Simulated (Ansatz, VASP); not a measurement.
## One calculation of Nb, two programs

The input INCAR:

```
SYSTEM = Nb
  PREC = Accurate
  ENCUT = 520
  EDIFF = 1E-7
  ISMEAR = -1
  SIGMA = 0.08
  LREAL = .FALSE.
  LASPH = .TRUE.
  NELM = 100
  ALGO = Normal
  ISIF = 2
  LWAVE = .FALSE.
  LCHARG = .FALSE.
  GGA = PE
  NBANDS = 12
```

The input KPOINTS:

```
regular mesh
0
G
  13 13 13
  0 0 0
```

The input POSCAR:

```
Nb
1.0
    0.0000000000      2.0791456158      2.0791456158
    2.0791456158      0.0000000000      2.0791456158
    2.0791456158      2.0791456158      0.0000000000
Nb
1
Direct
    0.0000000000      0.0000000000      0.0000000000
```

Input for Ansatz:

```yaml
crystal:
  lattice:
    - [0.0, 2.0791456158, 2.0791456158]
    - [2.0791456158, 0.0, 2.0791456158]
    - [2.0791456158, 2.0791456158, 0.0]
  atoms:
    - { symbol: Nb, position: [0.0, 0.0, 0.0] }
kpoints:
  mp_grid: { grid: [13, 13, 13] }
scf:
  occupations: { method: fermi_dirac, width: 0.08 }
hamiltonian:
  xc: pbe
  pseudopotentials: { kind: all_electron, lapw: { basis_error: 0.00025 } }
output:
  forces: true
  stress: true
  eigenvalues: true
```

Change from the starting cell: volume scaled by 0.95.

Alike in both runs: task single point; functional PBE; k mesh 13 × 13 × 13; occupations fermi-dirac, width 0.08 eV; no spin polarisation.

|  | VASP | Ansatz |
| --- | --- | --- |
| version | VASP 6.6.1 | Ansatz 0.2.0 |
| potentials or method | VASP PAW PBE potentials, release 64 (Nb_sv), cutoff 520 eV | all-electron LAPW, scalar-relativistic |

|  | VASP | Ansatz | Ansatz less VASP |
| --- | --- | --- | --- |
| pressure (GPa) | 7.6 | 7.9 | +0.33 |

Ansatz ran all-electron here, and VASP with PAW potentials.
